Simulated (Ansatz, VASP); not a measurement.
## One calculation of Be3TeO2, two programs

INCAR

```
PREC = Accurate
ENCUT = 600
EDIFF = 1E-6
ISMEAR = 0
SIGMA = 0.02
LREAL = False
LASPH = True
NELM = 80
ALGO = Normal
ISIF = 3
LWAVE = False
LCHARG = False
GGA = PE
IBRION = 2
NSW = 100
EDIFFG = -0.01
```

File KPOINTS:

```
regular mesh
0
Gamma
  6 6 4
```

The input POSCAR:

```
Be3TeO2
1.0
    5.4042833578      0.0000000000      0.0000000000
   -2.7021416789      4.6802466771      0.0000000000
    0.0000000000      0.0000000000      5.7635471498
Be Te O
3 1 2
Direct
    0.5000000000      0.0000000000      0.5000000000
    0.0000000000      0.5000000000      0.5000000000
    0.5000000000      0.5000000000      0.5000000000
    0.0000000000      0.0000000000      0.5000000000
    0.3333333333      0.6666666667      0.5000000000
    0.6666666667      0.3333333333      0.5000000000
```

Input for Ansatz:

```yaml
crystal:
  lattice:
    - [5.4042833578, 0.0, 0.0]
    - [-2.7021416789, 4.6802466771, 0.0]
    - [0.0, 0.0, 5.7635471498]
  atoms:
    - { symbol: Be, position: [0.5, 0.0, 0.5] }
    - { symbol: Be, position: [0.0, 0.5, 0.5] }
    - { symbol: Be, position: [0.5, 0.5, 0.5] }
    - { symbol: Te, position: [0.0, 0.0, 0.5] }
    - { symbol: O, position: [0.3333333333, 0.6666666667, 0.5] }
    - { symbol: O, position: [0.6666666667, 0.3333333333, 0.5] }
basis:
  ecutwfc: 420
kpoints:
  mp_grid: { grid: [6, 6, 4] }
hamiltonian:
  xc: pbe
scf:
  occupations: { method: gaussian, width: 0.02 }
output:
  forces: true
  stress: true
  eigenvalues: true
relax:
  adjacent_minimum: "off"
  f_tol: 0.01
  max_steps: 80
  cell: { stress_tol: 0.05 }
```

Alike in both runs: task relaxation of cell and atoms; functional PBE; k mesh 6 × 6 × 4; occupations gaussian, width 0.02 eV; no spin polarisation.

|  | VASP | Ansatz |
| --- | --- | --- |
| version | VASP 6.6.1 | Ansatz 0.2.0 |
| potentials or method | VASP PAW PBE potentials, release 64 (Be, Te, O), cutoff 600 eV | scalar-relativistic, plane waves, PAW |
| valence electrons in the cell | 24 | 34 |

|  | VASP | Ansatz | Ansatz less VASP |
| --- | --- | --- | --- |
| gap on the k mesh at the Fermi level, each at its own relaxed structure (eV) | 2.55 | 2.55 | -0.001 |
| relaxed volume (Å³/atom) | 24.30 | 24.30 | 0.000 |
| relaxed cell length with the largest relative difference (Å) | 5.404 | 5.404 | 0.0000 |

VASP's potentials hold 24 valence electrons a cell and Ansatz's 34, so a difference there can come from the potentials and not from the codes.

Spin-orbit coupling is off throughout. Noted on VASP's run: the relaxation stopped at its first step, so nothing moved.
